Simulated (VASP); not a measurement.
# Cs2AgBiBr6 (Fm-3m) in VASP: further runs, part 2 of 2

VASP 6.6.1. The steps go on from the part before.

### Step 3. Electric field gradients, r2SCAN

Contents of POSCAR:

```
Cs2AgBiBr6
1.0
    0.0000000000      5.6161000000      5.6161000000
    5.6161000000      0.0000000000      5.6161000000
    5.6161000000      5.6161000000      0.0000000000
Cs Ag Bi Br
2 1 1 6
Direct
    0.2500000000      0.2500000000      0.2500000000
    0.7500000000      0.7500000000      0.7500000000
    0.5000000000      0.5000000000      0.5000000000
    0.0000000000      0.0000000000      0.0000000000
    0.2532734359      0.7467265641      0.2532734359
    0.2532734359      0.7467265641      0.7467265641
    0.7467265641      0.2532734359      0.7467265641
    0.7467265641      0.2532734359      0.2532734359
    0.2532734359      0.2532734359      0.7467265641
    0.7467265641      0.7467265641      0.2532734359
```

Contents of INCAR.step1:

```
PREC = Accurate
ENCUT = 520
ISMEAR = -1
SIGMA = 0.02
LREAL = F
LASPH = T
NELM = 100
NBANDS = 54
GGA = PE
ALGO = Normal
EDIFF = 1E-4
LWAVE = T
LCHARG = F
```

Contents of INCAR.step2:

```
PREC = Accurate
ENCUT = 520
EDIFF = 1E-8
ISMEAR = -1
SIGMA = 0.02
LREAL = F
LASPH = T
NELM = 100
ALGO = Normal
ISIF = 2
LWAVE = F
LCHARG = F
METAGGA = R2SCAN
LMIXTAU = T
LEFG = T
NBANDS = 54
ISTART = 1
```

Contents of KPOINTS:

```
Automatic mesh
0
Gamma
  5 5 5
```

Potentials or basis: VASP PAW PBE potentials, release 64 (Cs_sv, Ag, Bi_d, Br).

Command:

```console
$ cat potpaw_PBE.64/Cs_sv/POTCAR potpaw_PBE.64/Ag/POTCAR potpaw_PBE.64/Bi_d/POTCAR potpaw_PBE.64/Br/POTCAR > POTCAR
$ cp INCAR.step1 INCAR
$ mpirun -np 1 vasp_std > vasp.out
$ cp INCAR.step2 INCAR
$ mpirun -np 1 vasp_std > vasp.out
```

OUTCAR:

```text
PREC = Accurate
   ENCUT = 520
   EDIFF = 1E-8
   ISMEAR = -1
   LREAL = F
   LASPH = T
   NELM = 100
   ISIF = 2
   METAGGA = R2SCAN
   ISTART = 1

 ion  position               nearest neighbor table
   1  0.250  0.250  0.250-
   2  0.750  0.750  0.750-
   3  0.500  0.500  0.500-   5 2.77   6 2.77   7 2.77   8 2.77   9 2.77  10 2.77
   4  0.000  0.000  0.000-   5 2.84   6 2.84   7 2.84   8 2.84   9 2.84  10 2.84
   5  0.253  0.747  0.253-   3 2.77   4 2.84
   6  0.253  0.747  0.747-   3 2.77   4 2.84
   7  0.747  0.253  0.747-   3 2.77   4 2.84
   8  0.747  0.253  0.253-   3 2.77   4 2.84
   9  0.253  0.253  0.747-   3 2.77   4 2.84
  10  0.747  0.747  0.253-   3 2.77   4 2.84

  LATTYP: Found a face centered cubic cell.
 ALAT       =    11.2322000000

  Lattice vectors:

 A1 = (   0.0000000000,   5.6161000000,   5.6161000000)
 A2 = (   5.6161000000,   0.0000000000,   5.6161000000)
 A3 = (   5.6161000000,   5.6161000000,   0.0000000000)

Analysis of symmetry for initial positions (statically):
=====================================================================
 Subroutine PRICEL returns:
 Original cell was already a primitive cell.

 Routine SETGRP: Setting up the symmetry group for a
 face centered cubic supercell.

 Subroutine GETGRP returns: Found 48 space group operations
 (whereof 48 operations were pure point group operations)
 out of a pool of 48 trial point group operations.

The static configuration has the point symmetry O_h .

Analysis of symmetry for dynamics (positions and initial velocities):
=====================================================================
 Subroutine PRICEL returns:
 Original cell was already a primitive cell.

[... 753 lines left out ...]
      2.80805      2.80805      2.80805         0.000000     -0.000000     -0.000000
      8.42415      8.42415      8.42415         0.000000     -0.000000     -0.000000
      5.61610      5.61610      5.61610         0.000000     -0.000000     -0.000000
      0.00000      0.00000      0.00000         0.000000     -0.000000     -0.000000
      5.61610      2.84482      5.61610         0.000000     -0.056139     -0.000000
      8.38738      5.61610      5.61610         0.056139     -0.000000     -0.000000
      5.61610      8.38738      5.61610         0.000000      0.056139     -0.000000
      2.84482      5.61610      5.61610        -0.056139     -0.000000     -0.000000
      5.61610      5.61610      2.84482         0.000000     -0.000000     -0.056139
      5.61610      5.61610      8.38738         0.000000     -0.000000      0.056139
 -----------------------------------------------------------------------------------
    total drift:                                0.000000      0.000000      0.000000

  FREE ENERGIE OF THE ION-ELECTRON SYSTEM (eV)
  ---------------------------------------------------
  free  energy   TOTEN  =      -222.4994795582 eV

  energy  without entropy=     -222.4994795582  energy(sigma->0) =     -222.49947956

 Electric field gradients (V/A^2)
---------------------------------------------------------------------
 ion       V_xx      V_yy      V_zz      V_xy      V_xz      V_yz
---------------------------------------------------------------------
   1      -0.000    -0.000    -0.000    -0.000    -0.000    -0.000
   2      -0.000    -0.000    -0.000    -0.000    -0.000    -0.000
   3      -0.000     0.000    -0.000     0.001     0.001     0.001
   4      -0.000    -0.000     0.000     0.002     0.002     0.002
   5    -133.636   267.272  -133.636    -0.000    -0.000    -0.000
   6     267.272  -133.636  -133.636    -0.000    -0.000    -0.000
   7    -133.636   267.272  -133.636    -0.000    -0.000    -0.000
   8     267.272  -133.636  -133.636    -0.000    -0.000    -0.000
   9    -133.636  -133.636   267.272    -0.000    -0.000    -0.000
  10    -133.636  -133.636   267.272    -0.000    -0.000    -0.000
---------------------------------------------------------------------

 Electric field gradients after diagonalization (V/A^2)
 (convention: |V_zz| > |V_xx| > |V_yy|)
----------------------------------------------------------------------
 ion       V_xx      V_yy      V_zz     asymmetry (V_yy - V_xx)/ V_zz
----------------------------------------------------------------------
   1       0.000     0.000    -0.000       0.000
   2       0.000     0.000    -0.000       0.000
   3      -0.001    -0.001     0.001       0.000
   4      -0.002    -0.002     0.004       0.000
   5    -133.636  -133.636   267.272       0.000
   6    -133.636  -133.636   267.272       0.000
   7    -133.636  -133.636   267.272       0.000
   8    -133.636  -133.636   267.272       0.000
   9    -133.636  -133.636   267.272       0.000
  10    -133.636  -133.636   267.272       0.000
----------------------------------------------------------------------

           NMR quadrupolar parameters

 Cq : quadrupolar parameter    Cq=e*Q*V_zz/h
 eta: asymmetry parameters     (V_yy - V_xx)/ V_zz
 Q  : nuclear electric quadrupole moment in mb (millibarn)
----------------------------------------------------------------------
 ion       Cq(MHz)       eta       Q (mb)
----------------------------------------------------------------------
   1      -0.000       0.000       1.000
   2      -0.000       0.000       1.000
   3       0.000       0.000       1.000
   4       0.000       0.000       1.000
   5       0.646       0.000       1.000
   6       0.646       0.000       1.000
   7       0.646       0.000       1.000
   8       0.646       0.000       1.000
   9       0.646       0.000       1.000
  10       0.646       0.000       1.000
----------------------------------------------------------------------
```

OUTCAR.step1:

```text
PREC = Accurate
   ENCUT = 520
   ISMEAR = -1
   LREAL = F
   LASPH = T
[... 803 lines left out ...]
      5.61610      8.38738      5.61610        -0.000000     -0.002111      0.000000
      2.84482      5.61610      5.61610         0.002111      0.000000      0.000000
      5.61610      5.61610      2.84482        -0.000000      0.000000      0.002111
      5.61610      5.61610      8.38738        -0.000000      0.000000     -0.002111
 -----------------------------------------------------------------------------------
    total drift:                                0.000000      0.000000      0.000000

  FREE ENERGIE OF THE ION-ELECTRON SYSTEM (eV)
  ---------------------------------------------------
  free  energy   TOTEN  =       -29.5056842082 eV

  energy  without entropy=      -29.5056842082  energy(sigma->0) =      -29.50568421
```

It took 21 min on 1 thread of Intel Xeon Platinum 8259CL at 2.50GHz (Skylake/Cascade Lake), shared host; peak memory 0.65 GiB.

What came out:

| Property | Result |
| --- | --- |
| Free energy | -222.4995 eV |
| Pressure | 0.7 GPa |
| Largest force | 0.056 eV/Å |
| Band gap on the k mesh | 1.82 eV (least direct gap 2.72 eV) |
| Largest electric field gradient by atom | Cs +0.0; Ag -0.0; Bi +0.0; Br +267.3 V/Å² |

Forces on the atoms (eV/Å):
```
Cs   0.000  0.000  0.000
Cs   0.000  0.000  0.000
Ag   0.000  0.000  0.000
Bi   0.000  0.000  0.000
Br   0.000 -0.056  0.000
Br   0.056  0.000  0.000
Br   0.000  0.056  0.000
Br  -0.056  0.000  0.000
Br   0.000  0.000 -0.056
Br   0.000  0.000  0.056
```

Electric field gradients, principal values (V/Å²):
| atom | least | middle | greatest (by size) |
| --- | --- | --- | --- |
| 1 Cs | 0.000 | 0.000 | 0.000 |
| 2 Cs | 0.000 | 0.000 | 0.000 |
| 3 Ag | -0.001 | -0.001 | 0.001 |
| 4 Bi | -0.002 | -0.002 | 0.004 |
| 5 Br | -133.636 | -133.636 | 267.272 |
| 6 Br | -133.636 | -133.636 | 267.272 |
| 7 Br | -133.636 | -133.636 | 267.272 |
| 8 Br | -133.636 | -133.636 | 267.272 |
| 9 Br | -133.636 | -133.636 | 267.272 |
| 10 Br | -133.636 | -133.636 | 267.272 |

Caveat: without QUAD_EFG the Cq values of the log hold for a quadrupole moment of 1 mb, not for the nuclei; the PAW data sets were made with another functional, which shifts forces and pressure a little; spin-orbit coupling is left out, which moves the levels of the heavy elements; an odd mesh through Γ misses points on the zone boundary, where band edges can lie.
